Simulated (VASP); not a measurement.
# Ta (I4/mmm) in VASP: further runs

The runs below take Ta through single point, with PBE.

All numbers are computed with VASP 6.6.1; they aren't measurements. Logs are shortened: lines on timing, memory, paths and dates and some standing lists are left out, and cuts for length are marked.

## 1. The cell of the first run

Symmetry: I4/mmm, No. 139, tetragonal system. Conventional cell: a = 3.486 Å, b = 3.486 Å, c = 2.963 Å, α = 90.00°, β = 90.00°, γ = 90.00°. Within 3.8 Å of Ta (site symmetry 4/mmm) lie 14 Ta at 2.88 to 3.49 Å.

## 2. Single point, PBE

INCAR

```
SYSTEM = Ta
  ALGO = Fast
  EDIFF = 1E-7
  ENCUT = 520
  GGA = PE
  ISIF = 2
  ISMEAR = 0
  LASPH = .True.
  LCHARG = .False.
  LREAL = .False.
  LWAVE = .False.
  NBANDS = 12
  NELM = 80
  PREC = Accurate
  SIGMA = 0.15
```

KPOINTS

```
k-points
0
Gamma
  22 22 22
  0 0 0
```

POSCAR

```
Ta
1.0
   -1.7432021208      1.7432021208      1.4817218027
    1.7432021208     -1.7432021208      1.4817218027
    1.7432021208      1.7432021208     -1.4817218027
Ta
1
Direct
    0.0000000000      0.0000000000      0.0000000000
```

Potentials or basis: VASP PAW PBE potentials, release 64 (Ta_pv).

Run with:

```sh
$ cat potpaw_PBE.64/Ta_pv/POTCAR > POTCAR
$ mpirun -np 1 vasp_std > vasp.out
```

OUTCAR:

```text
SYSTEM = Ta
   EDIFF = 1E-7
   ENCUT = 520
   GGA = PE
   ISIF = 2
   ISMEAR = 0
   LASPH = .True.
   LREAL = .False.
   NELM = 80
   PREC = Accurate

 ion  position               nearest neighbor table
   1  0.000  0.000  0.000-

  LATTYP: Found a body centered tetragonal cell.
 ALAT       =     3.4864042416
 C/A-ratio  =     0.8500000000

  Lattice vectors:

 A1 = (  -1.7432021208,   1.7432021208,   1.4817218027)
 A2 = (   1.7432021208,  -1.7432021208,   1.4817218027)
 A3 = (   1.7432021208,   1.7432021208,  -1.4817218027)

Analysis of symmetry for initial positions (statically):
=====================================================================
 Subroutine PRICEL returns:
 Original cell was already a primitive cell.

 Routine SETGRP: Setting up the symmetry group for a
 body centered tetragonal supercell.

 Subroutine GETGRP returns: Found 16 space group operations
 (whereof 16 operations were pure point group operations)
 out of a pool of 16 trial point group operations.

The static configuration has the point symmetry D_4h.

Analysis of symmetry for dynamics (positions and initial velocities):
=====================================================================
 Subroutine PRICEL returns:
 Original cell was already a primitive cell.

 Routine SETGRP: Setting up the symmetry group for a
 body centered tetragonal supercell.

 Subroutine GETGRP returns: Found 16 space group operations
 (whereof 16 operations were pure point group operations)
 out of a pool of 16 trial point group operations.

The dynamic configuration has the point symmetry D_4h.

 Subroutine INISYM returns: Found 16 space group operations
 (whereof 16 operations are pure point group operations),
 and found     1 'primitive' translations

----------------------------------------------------------------------------------------

                                     Primitive cell

  volume of cell :      18.0104

  direct lattice vectors                    reciprocal lattice vectors
    -1.743202121  1.743202121  1.481721803     0.000000000  0.286828472  0.337445261
     1.743202121 -1.743202121  1.481721803     0.286828472  0.000000000  0.337445261
     1.743202121  1.743202121 -1.481721803     0.286828472  0.286828472  0.000000000

  length of vectors
     2.876283499  2.876283499  2.876283499     0.442876818  0.442876818  0.405636715

  position of ions in fractional coordinates (direct lattice)
     0.000000000  0.000000000  0.000000000

  ion indices of the primitive-cell ions
   primitive index   ion index
                 1           1

----------------------------------------------------------------------------------------

 KPOINTS: k-points

Automatic generation of k-mesh.
 Grid dimensions read from file:
 generate k-points for:   22   22   22

 Generating k-lattice:

  Cartesian coordinates                     Fractional coordinates (reciprocal lattice)
     0.000000000  0.013037658  0.015338421     0.045454545 -0.000000000  0.000000000
     0.013037658  0.000000000  0.015338421    -0.000000000  0.045454545  0.000000000
     0.013037658  0.013037658  0.000000000     0.000000000  0.000000000  0.045454545

  Length of vectors
     0.020130764  0.020130764  0.018438032

  Shift w.r.t. Gamma in fractional coordinates (k-lattice)
     0.000000000  0.000000000  0.000000000

 Subroutine IBZKPT returns following result:
 ===========================================

 Found    834 irreducible k-points:

 Following reciprocal coordinates:
            Coordinates               Weight
  0.000000  0.000000  0.000000      1.000000
  0.045455  0.000000  0.000000      8.000000
  0.090909  0.000000  0.000000      8.000000
  0.136364  0.000000  0.000000      8.000000
  0.181818  0.000000  0.000000      8.000000
  0.227273  0.000000  0.000000      8.000000
[... 16 lines left out ...]
  0.500000  0.045455  0.000000     16.000000
 -0.454545  0.045455  0.000000     16.000000
 [... further k-points ...]
   k-points           NKPTS =    834   k-points in BZ     NKDIM =    834   number of bands    NBANDS=     12
   number of dos      NEDOS =    301   number of ions     NIONS =      1
   total plane-waves  NPLWV =  13824
   dimension x,y,z NGX =    24 NGY =   24 NGZ =   24
   dimension x,y,z NGXF=    48 NGYF=   48 NGZF=   48
   ions per type =               1
   NGX,Y,Z   is equivalent  to a cutoff of  13.87, 13.87, 13.87 a.u.
   NGXF,Y,Z  is equivalent  to a cutoff of  27.74, 27.74, 27.74 a.u.
 SYSTEM =  Ta
   PREC   = accura    normal or accurate (medium, high low for compatibility)
   ISTART =      0    job   : 0-new  1-cont  2-samecut
   ICHARG =      2    charge: 1-file 2-atom 10-const
   ISPIN  =      1    spin polarized calculation?
   LNONCOLLINEAR =      F non collinear calculations
   LSORBIT =      F    spin-orbit coupling
   LASPH  =      T    aspherical Exc in radial PAW
   ENCUT  =  520.0 eV  38.22 Ry    6.18 a.u.   5.35  5.35  5.35*2*pi/ulx,y,z
   NELM   =     80;   NELMIN=  2; NELMDL= -5     # of ELM steps
   EDIFF  = 0.1E-06   stopping-criterion for ELM
   LREAL  =      F    real-space projection
   EDIFFG = 0.1E-05   stopping-criterion for IOM
   NSW    =      0    number of steps for IOM
   IBRION =     -1    ionic relax: 0-MD 1-quasi-New 2-CG
   NFREE  =      0    steps in history (QN), initial steepest desc. (CG)
   ISIF   =      2    stress and relaxation
   ISYM   =      2    0-nonsym 1-usesym 2-fastsym
   POTIM  = 0.5000    time-step for ionic-motion
   TEBEG  =    0.0;   TEEND  =   0.0 temperature during run
   PSTRESS=    0.0 pullay stress
   NELECT =      11.0000    total number of electrons
   NUPDOWN=      -1.0000    fix difference up-down
   EMIN   =  10.00;   EMAX   =-10.00  energy-range for DOS
   EFERMI =   0.00;   METHOD = LEGACY
   ISMEAR =     0;   SIGMA  =   0.15  broadening in eV -4-tet -1-fermi 0-gaus
   EFERMI_NEDOS =   21; number of points for ismear=-14 and -15
   IALGO  =     68    algorithm
   IMIX   =      4    mixing-type and parameters
     AMIX     =   0.40;   BMIX     =  1.00
     AMIX_MAG =   1.60;   BMIX_MAG =  1.00
  volume/ion in A,a.u.               =      18.01       121.54
  Fermi-wavevector in a.u.,A,eV,Ry     =   1.388988  2.624806 26.249534  1.929286
  Thomas-Fermi vector in A             =   2.513061
   LORBIT       =      0    0 simple, 1 ext, 2 COOP (PROOUT), +10 PAW based schemes
   GGA     = PE    functional components
   LHFCALC =     F    Hartree Fock is set to
   AEXX    =    0.0000 exact exchange contribution
   IVDW    =     0    specifies the selected vdW correction
   LEPSILON=     F    determine dielectric tensor
   LRPA    =     F    only Hartree local field effects (RPA)
 non-spin polarized calculation
 RMM-DIIS sequential band-by-band and
 Gauss-broadening in eV      SIGMA  =   0.15
  energy-cutoff  :      520.00
  volume of cell :       18.01
 maximum number of plane-waves:       507
 NGX is ok and might be reduce to    24
   NGX = 11   NGY = 11   NGZ = 11

 number of electron      11.0000000 magnetization

 Free energy of the ion-electron system (eV)
  ---------------------------------------------------
  ext. energy  EPLUGINS =         0.00000000
  ---------------------------------------------------
  free energy    TOTEN  =       -11.73580499 eV

  energy without entropy =      -11.72274500  energy(sigma->0) =      -11.72927499

 E-fermi :   5.6470     XC(G=0): -12.6121

 val. band max:        5.6455381884   @ k =  -0.4545  -0.4545   0.1364
 cond. band min:       5.6482564849   @ k =  -0.2727   0.4091   0.0455
 fundamental gap:      0.0027182965
 Fermi energy:         5.6469857821

 k-point     1 :       0.0000    0.0000    0.0000
  band No.  band energies     occupation
      1     -27.6059      2.00000
      2     -27.6059      2.00000
      3     -27.5202      2.00000
      4      -2.4224      2.00000
      5       4.9783      2.00000
      6       7.2432      0.00000
      7       7.2432      0.00000
      8       7.7396      0.00000
      9      10.7375      0.00000
     10      19.7194      0.00000
     11      19.7194      0.00000
     12      20.1814      0.00000

 k-point     2 :       0.0455    0.0000    0.0000
  band No.  band energies     occupation
      1     -27.6186      2.00000
      2     -27.6139      2.00000
      3     -27.5372      2.00000
      4      -2.3222      2.00000
      5       5.0102      2.00000
      6       7.1851      0.00000
      7       7.2136      0.00000
      8       7.7702      0.00000
      9      10.6382      0.00000
     10      19.9155      0.00000
     11      19.9323      0.00000
     12      20.1814      0.00000

 k-point     3 :       0.0909    0.0000    0.0000
  band No.  band energies     occupation
      1     -27.6740      2.00000
      2     -27.6373      2.00000
      3     -27.5677      2.00000
      4      -2.0282      2.00000
      5       5.0719      2.00000
      6       6.9718      0.00000
      7       7.1755      0.00000
      8       7.9095      0.00000
      9      10.3935      0.00000
     10      20.1807      0.00000
     11      20.4843      0.00000
     12      20.4908      0.00000
[... 286 lines left out ...]
 k-point    23 :       0.5000    0.0455    0.0000
  band No.  band energies     occupation
      1     -28.7546      2.00000
      2     -27.9935      2.00000
      3     -27.7067      2.00000
      4       1.2365      2.00000
      5       3.4069      2.00000
      6       7.4117      0.00000
      7       9.2133      0.00000
      8      11.9332      0.00000
      9      13.0798      0.00000
     10      17.1283      0.00000
     11      17.9912      0.00000
     12      21.0216      0.00000

 k-point    24 :      -0.4545    0.0455    0.0000
  band No.  band energies     occupation
      1     -28.7055      2.00000
      2     -27.9794      2.00000
      3     -27.6992      2.00000
      4       1.2443      2.00000
      5       3.5001      2.00000
      6       6.9504      0.00000
      7       9.2940      0.00000
      8      11.4684      0.00000
      9      12.5551      0.00000
     10      17.2004      0.00000
     11      19.0981      0.00000
     12      21.7176      0.00000

 [... further k-points ...]

------------------------ aborting loop because EDIFF is reached ----------------------------------------

  FORCE on cell =-STRESS in cart. coord.  units (eV):
  Direction    XX          YY          ZZ          XY          YZ          ZX
  --------------------------------------------------------------------------------------
  -------------------------------------------------------------------------------------
  Total        0.1407357      0.1407357      1.6214075      0.0000000     -0.0000000      0.0000000
  in kB       12.5196651     12.5196651    144.2383041      0.0000000     -0.0000000      0.0000000
  external PRESSURE =      56.4258781 kB  Pullay stress =       0.0000000 kB

 VOLUME and BASIS-vectors are now :
 -----------------------------------------------------------------------------
  energy-cutoff  :      520.00
  volume of cell :       18.01
      direct lattice vectors                 reciprocal lattice vectors
    -1.743202121  1.743202121  1.481721803     0.000000000  0.286828472  0.337445261
     1.743202121 -1.743202121  1.481721803     0.286828472  0.000000000  0.337445261
     1.743202121  1.743202121 -1.481721803     0.286828472  0.286828472  0.000000000

 POSITION                                       TOTAL-FORCE (eV/Angst)
 -----------------------------------------------------------------------------------
      0.00000      0.00000      0.00000         0.000000      0.000000      0.000000
 -----------------------------------------------------------------------------------
    total drift:                               -0.000000      0.000000      0.000000

  FREE ENERGIE OF THE ION-ELECTRON SYSTEM (eV)
  ---------------------------------------------------
  free  energy   TOTEN  =       -11.7358049853 eV

  energy  without entropy=      -11.7227450027  energy(sigma->0) =      -11.72927499
```

Wall time 98 s (1 thread of Intel Xeon 6975P-C, shared host); peak memory 0.29 GiB.

Results:

| Item | Value |
| --- | --- |
| Free energy | -11.7358 eV |
| Pressure | 5.6 GPa |

Levels at points of the mesh, in eV from the Fermi level:
```
           k point  band 3  band 4  band 5  band 6  band 7  band 8
(0.00, 0.00, 0.00)  -33.17   -8.07   -0.67    1.60    1.60    2.09
(0.50, 0.00, 0.00)  -33.35   -4.47   -2.28    1.97    3.56    6.44
(0.50, 0.50, 0.00)  -33.19   -4.64    0.00    0.69    1.85    3.86
(0.50, 0.50, 0.50)  -33.73   -4.15   -3.79    6.58    6.58    7.14
```

Caveat: spin-orbit coupling is left out, which moves the levels of the heavy elements.

[end of part 1 of 2]
